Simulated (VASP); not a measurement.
# MnO (P6_3mc) in VASP: single point with PBEsol

Aim: the single point of MnO with PBEsol.

Program: VASP 6.6.1. These are calculated values, not measurements. Logs are shortened: lines on timing, memory, paths and dates and some standing lists are left out, and cuts for length are marked.

## Step 1: The cell of the first run

Symmetry: P6_3mc, No. 186, hexagonal system. Conventional cell: a = 3.372 Å, b = 3.372 Å, c = 5.224 Å, α = 90.00°, β = 90.00°, γ = 120.00°. Mn (site symmetry 3m) has 4 O at 1.90 to 2.07 Å within 2.5 Å. O (site symmetry 3m) has 4 Mn at 1.90 to 2.07 Å within 2.5 Å.

## Step 2: Single point, PBEsol, collinear spin, ferromagnetic start (zz strain of -3 %)

Contents of INCAR:

```
SYSTEM = MnO
PREC     = Accurate       ! precision mode
ENCUT    = 520            ! plane-wave cutoff, eV
EDIFF    = 1E-6           ! SCF threshold, eV
ISMEAR   = -1             ! smearing method
SIGMA    = 0.05           ! smearing width, eV
LREAL    = .FALSE.        ! projectors in reciprocal space
LASPH    = .TRUE.         ! aspherical terms in the spheres
NELM     = 150            ! most SCF steps
ALGO     = Normal         ! electronic algorithm
ISIF     = 2              ! what is computed and relaxed
LWAVE    = .FALSE.        ! write WAVECAR
LCHARG   = .TRUE.         ! write CHGCAR
ISPIN    = 2              ! spin polarisation
MAGMOM   = 4 4 0 0        ! initial moments
LORBIT   = 11             ! projections on sites
LMAXMIX  = 4              ! l up to which the mixer works
GGA      = PS             ! functional
LELF     = .TRUE.         ! ELF
LVHAR    = .TRUE.       
NBANDS   = 31             ! bands
```

Contents of KPOINTS:

```
regular mesh
0
G
  14 14 8
  0 0 0
```

Contents of POSCAR:

```
MnO
1.0
    3.3717009293      0.0000000000      0.0000000000
   -1.6858504646      2.9199786587      0.0000000000
    0.0000000000      0.0000000000      5.2239350000
Mn O
2 2
Direct
    0.3333333333      0.6666666667      0.0109600000
    0.6666666667      0.3333333333      0.5109600000
    0.3333333333      0.6666666667      0.3754700000
    0.6666666667      0.3333333333      0.8754700000
```

Potentials or basis: VASP PAW PBE potentials, release 64 (Mn_pv, O).

Started as:

```
$ cat potpaw_PBE.64/Mn_pv/POTCAR potpaw_PBE.64/O/POTCAR > POTCAR
$ mpirun -np 1 vasp_std > vasp.out
```

OUTCAR:

```text
SYSTEM = MnO
   PREC = Accurate
   ENCUT = 520
   EDIFF = 1E-6
   ISMEAR = -1
   LREAL = .FALSE.
   LASPH = .TRUE.
   NELM = 150
   ISIF = 2
   ISPIN = 2
   LORBIT = 11
   GGA = PS

 ion  position               nearest neighbor table
   1  0.333  0.667  0.011-   3 1.90   4 2.07   4 2.07   4 2.07
   2  0.667  0.333  0.511-   4 1.90   3 2.07   3 2.07   3 2.07
   3  0.333  0.667  0.375-   1 1.90   2 2.07   2 2.07   2 2.07
   4  0.667  0.333  0.875-   2 1.90   1 2.07   1 2.07   1 2.07

  LATTYP: Found a hexagonal cell.
 ALAT       =     3.3717009293
 C/A-ratio  =     1.5493470831

  Lattice vectors:

 A1 = (   3.3717009293,   0.0000000000,   0.0000000000)
 A2 = (  -1.6858504646,   2.9199786587,   0.0000000000)
 A3 = (   0.0000000000,   0.0000000000,   5.2239350000)

Analysis of symmetry for initial positions (statically):
=====================================================================
 Subroutine PRICEL returns:
 Original cell was already a primitive cell.

 Routine SETGRP: Setting up the symmetry group for a
 hexagonal supercell.

 Subroutine GETGRP returns: Found 12 space group operations
 (whereof  6 operations were pure point group operations)
 out of a pool of 24 trial point group operations.

The static configuration has the point symmetry C_3v.
 The point group associated with its full space group is C_6v.

Analysis of symmetry for dynamics (positions and initial velocities):
=====================================================================
 Subroutine PRICEL returns:
 Original cell was already a primitive cell.

 Routine SETGRP: Setting up the symmetry group for a
 hexagonal supercell.

 Subroutine GETGRP returns: Found 12 space group operations
 (whereof  6 operations were pure point group operations)
 out of a pool of 24 trial point group operations.

The dynamic configuration has the point symmetry C_3v.
 The point group associated with its full space group is C_6v.

Analysis of structural, dynamic, and magnetic symmetry:
=====================================================================
 Subroutine PRICEL returns:
 Original cell was already a primitive cell.

 Routine SETGRP: Setting up the symmetry group for a
 hexagonal supercell.

 Subroutine GETGRP returns: Found 12 space group operations
 (whereof  6 operations were pure point group operations)
 out of a pool of 24 trial point group operations.

The overall configuration has the point symmetry C_3v.
 The point group associated with its full space group is C_6v.

 Subroutine INISYM returns: Found 12 space group operations
 (whereof  6 operations are pure point group operations),
 and found     1 'primitive' translations

----------------------------------------------------------------------------------------

                                     Primitive cell

  volume of cell :      51.4312

  direct lattice vectors                    reciprocal lattice vectors
     3.371700929  0.000000000  0.000000000     0.296586210  0.171234128  0.000000000
    -1.685850465  2.919978659  0.000000000     0.000000000  0.342468256  0.000000000
     0.000000000  0.000000000  5.223935000     0.000000000  0.000000000  0.191426578

  length of vectors
     3.371700929  3.371700929  5.223935000     0.342468256  0.342468256  0.191426578

  position of ions in fractional coordinates (direct lattice)
     0.333333333  0.666666667  0.010960000
     0.666666667  0.333333333  0.510960000
     0.333333333  0.666666667  0.375470000
     0.666666667  0.333333333  0.875470000

  ion indices of the primitive-cell ions
   primitive index   ion index
                 1           1
                 2           2
                 3           3
                 4           4

----------------------------------------------------------------------------------------

 KPOINTS: regular mesh

Automatic generation of k-mesh.
 Grid dimensions read from file:
 generate k-points for:   14   14    8

 Generating k-lattice:

  Cartesian coordinates                     Fractional coordinates (reciprocal lattice)
     0.021184729  0.012231009  0.000000000     0.071428571  0.000000000  0.000000000
     0.000000000  0.024462018  0.000000000     0.000000000  0.071428571  0.000000000
     0.000000000  0.000000000  0.023928322     0.000000000  0.000000000  0.125000000

  Length of vectors
     0.024462018  0.024462018  0.023928322

  Shift w.r.t. Gamma in fractional coordinates (k-lattice)
     0.000000000  0.000000000  0.000000000

 Subroutine IBZKPT returns following result:
 ===========================================

 Found    120 irreducible k-points:

 Following reciprocal coordinates:
            Coordinates               Weight
  0.000000  0.000000  0.000000      1.000000
  0.071429  0.000000  0.000000      6.000000
  0.142857  0.000000  0.000000      6.000000
  0.214286  0.000000  0.000000      6.000000
  0.285714  0.000000  0.000000      6.000000
  0.357143  0.000000  0.000000      6.000000
[... 16 lines left out ...]
  0.285714  0.285714  0.000000      6.000000
  0.357143  0.285714  0.000000      6.000000
 [... further k-points ...]
   k-points           NKPTS =    120   k-points in BZ     NKDIM =    120   number of bands    NBANDS=     31
   number of dos      NEDOS =    301   number of ions     NIONS =      4
   total plane-waves  NPLWV =  31360
   dimension x,y,z NGX =    28 NGY =   28 NGZ =   40
   dimension x,y,z NGXF=    56 NGYF=   56 NGZF=   80
   ions per type =               2   2
   NGX,Y,Z   is equivalent  to a cutoff of  13.81, 13.81, 12.73 a.u.
   NGXF,Y,Z  is equivalent  to a cutoff of  27.61, 27.61, 25.46 a.u.
 SYSTEM =  MnO
   PREC   = accura    normal or accurate (medium, high low for compatibility)
   ISTART =      0    job   : 0-new  1-cont  2-samecut
   ICHARG =      2    charge: 1-file 2-atom 10-const
   ISPIN  =      2    spin polarized calculation?
   LNONCOLLINEAR =      F non collinear calculations
   LSORBIT =      F    spin-orbit coupling
   LASPH  =      T    aspherical Exc in radial PAW
   ENCUT  =  520.0 eV  38.22 Ry    6.18 a.u.   6.27  6.27  9.71*2*pi/ulx,y,z
   NELM   =    150;   NELMIN=  2; NELMDL= -5     # of ELM steps
   EDIFF  = 0.1E-05   stopping-criterion for ELM
   LREAL  =      F    real-space projection
[... 7 lines left out ...]
   TEBEG  =    0.0;   TEEND  =   0.0 temperature during run
   PSTRESS=    0.0 pullay stress
   NELECT =      38.0000    total number of electrons
   NUPDOWN=      -1.0000    fix difference up-down
   EMIN   =  10.00;   EMAX   =-10.00  energy-range for DOS
   EFERMI =   0.00;   METHOD = LEGACY
   ISMEAR =    -1;   SIGMA  =   0.05  broadening in eV -4-tet -1-fermi 0-gaus
   EFERMI_NEDOS =   21; number of points for ismear=-14 and -15
   IALGO  =     38    algorithm
   IMIX   =      4    mixing-type and parameters
     AMIX     =   0.40;   BMIX     =  1.00
     AMIX_MAG =   1.60;   BMIX_MAG =  1.00
  volume/ion in A,a.u.               =      12.86        86.77
  Fermi-wavevector in a.u.,A,eV,Ry     =   1.479996  2.796787 29.802039  2.190388
  Thomas-Fermi vector in A             =   2.594085
   LORBIT       =     11    0 simple, 1 ext, 2 COOP (PROOUT), +10 PAW based schemes
   GGA     = PS    functional components
   LHFCALC =     F    Hartree Fock is set to
   AEXX    =    0.0000 exact exchange contribution
   IVDW    =     0    specifies the selected vdW correction
   LEPSILON=     F    determine dielectric tensor
   LRPA    =     F    only Hartree local field effects (RPA)
 spin polarized calculation
  energy-cutoff  :      520.00
  volume of cell :       51.43
 maximum number of plane-waves:      1411
 NGX is ok and might be reduce to    28
   NGX = 13   NGY = 13   NGZ = 19

 number of electron      37.9999990 magnetization      10.0524043

 number of electron      37.9999990 magnetization       9.9387483

 Free energy of the ion-electron system (eV)
  ---------------------------------------------------
  ext. energy  EPLUGINS =         0.00000000
  ---------------------------------------------------
  free energy    TOTEN  =       -34.14966210 eV

  energy without entropy =      -34.14169706  energy(sigma->0) =      -34.14567958

 E-fermi :   6.1058     XC(G=0): -10.9815

 val. band max:        6.0976904126   @ k =   0.3571   0.0000   0.0000
 cond. band min:       6.1059229399   @ k =   0.0000   0.0000   0.1250
 fundamental gap:      0.0082325274
 Fermi energy:         6.1058287211

 spin component 1

 k-point     1 :       0.0000    0.0000    0.0000
  band No.  band energies     occupation
      1     -44.3821      1.00000
      2     -44.3724      1.00000
      3     -44.3724      1.00000
      4     -44.3641      1.00000
      5     -44.3641      1.00000
      6     -44.3337      1.00000
[... 23 lines left out ...]
     30      18.4724      0.00000
     31      18.5152      0.00000
[... 751 lines left out ...]
      1     -44.3904      1.00000
      2     -44.3868      1.00000
      3     -44.3868      1.00000
      4     -44.3756      1.00000
      5     -44.3563      1.00000
      6     -44.3525      1.00000
[... 23 lines left out ...]
     30      15.8699      0.00000
     31      16.0648      0.00000

 [... further k-points ...]

 spin component 2

 k-point     1 :       0.0000    0.0000    0.0000
  band No.  band energies     occupation
      1     -39.7910      1.00000
      2     -39.7345      1.00000
      3     -39.7345      1.00000
      4     -39.7268      1.00000
      5     -39.7239      1.00000
      6     -39.7239      1.00000
[... 23 lines left out ...]
     30      19.5971      0.00000
     31      20.0815      0.00000
[... 751 lines left out ...]
      1     -39.7626      1.00000
      2     -39.7586      1.00000
      3     -39.7563      1.00000
      4     -39.7498      1.00000
      5     -39.7474      1.00000
      6     -39.7384      1.00000
[... 23 lines left out ...]
     30      17.6555      0.00000
     31      17.9177      0.00000

 [... further k-points ...]

------------------------ aborting loop because EDIFF is reached ----------------------------------------

  FORCE on cell =-STRESS in cart. coord.  units (eV):
  Direction    XX          YY          ZZ          XY          YZ          ZX
  --------------------------------------------------------------------------------------
  -------------------------------------------------------------------------------------
  Total        0.3233039      0.3233039      5.3356921      0.0000000      0.0000000      0.0000000
  in kB       10.0715202     10.0715202    166.2167766      0.0000000      0.0000000      0.0000000
  external PRESSURE =      62.1199390 kB  Pullay stress =       0.0000000 kB

 VOLUME and BASIS-vectors are now :
 -----------------------------------------------------------------------------
  energy-cutoff  :      520.00
  volume of cell :       51.43
      direct lattice vectors                 reciprocal lattice vectors
     3.371700929  0.000000000  0.000000000     0.296586210  0.171234128  0.000000000
    -1.685850465  2.919978659  0.000000000     0.000000000  0.342468256  0.000000000
     0.000000000  0.000000000  5.223935000     0.000000000  0.000000000  0.191426578

 POSITION                                       TOTAL-FORCE (eV/Angst)
 -----------------------------------------------------------------------------------
     -0.00000      1.94665      0.05725        -0.000000      0.000000     -1.128537
      1.68585      0.97333      2.66922         0.000000     -0.000000     -1.128537
     -0.00000      1.94665      1.96143        -0.000000      0.000000      1.128537
      1.68585      0.97333      4.57340         0.000000      0.000000      1.128537
 -----------------------------------------------------------------------------------
    total drift:                               -0.000001     -0.000000     -0.001817

  FREE ENERGIE OF THE ION-ELECTRON SYSTEM (eV)
  ---------------------------------------------------
  free  energy   TOTEN  =       -34.1496620951 eV

  energy  without entropy=      -34.1416970647  energy(sigma->0) =      -34.14567958

 total charge

# of ion       s       p       d       tot
------------------------------------------
    1        0.253   6.252   4.974  11.479
    2        0.253   6.252   4.974  11.479
    3        1.552   3.457   0.000   5.010
    4        1.552   3.457   0.000   5.010
--------------------------------------------------
tot          3.612  19.419   9.947  32.978

 magnetization (x)

# of ion       s       p       d       tot
------------------------------------------
    1        0.038   0.067   4.263   4.369
    2        0.038   0.067   4.263   4.369
    3        0.020   0.187   0.000   0.207
    4        0.020   0.187   0.000   0.207
--------------------------------------------------
tot          0.117   0.508   8.527   9.152
```

Wall time 7.3 min (1 thread of Intel Xeon Platinum 8259CL at 2.50GHz (Skylake/Cascade Lake), shared host); peak memory 0.38 GiB.

What came out:

```
Free energy                                           : -34.1497 eV
Pressure                                              : 6.2 GPa
Largest force                                         : 1.129 eV/Å
Net moment                                            : 9.94 μB per cell
Site moments                                          : Mn +4.37; O +0.21 μB
Valence electrons inside the program's atomic spheres : Mn 11.48; O 5.01
```

Forces in eV/Å, atoms in the order of the input:
```
Mn   0.000  0.000 -1.129
Mn   0.000  0.000 -1.129
O    0.000  0.000  1.129
O    0.000  0.000  1.129
```

Caveat: the cell differs from its parent crystal (zz strain of -3 %); the stress differs along the axes, from 1 to 17 GPa; the PAW data sets were made with another functional, which shifts forces and pressure a little; semilocal functionals often make such compounds metallic where correlation or magnetic order opens a gap, which also shifts bond lengths; the run started ferromagnetic, and an antiferromagnetic order may lie lower in energy.
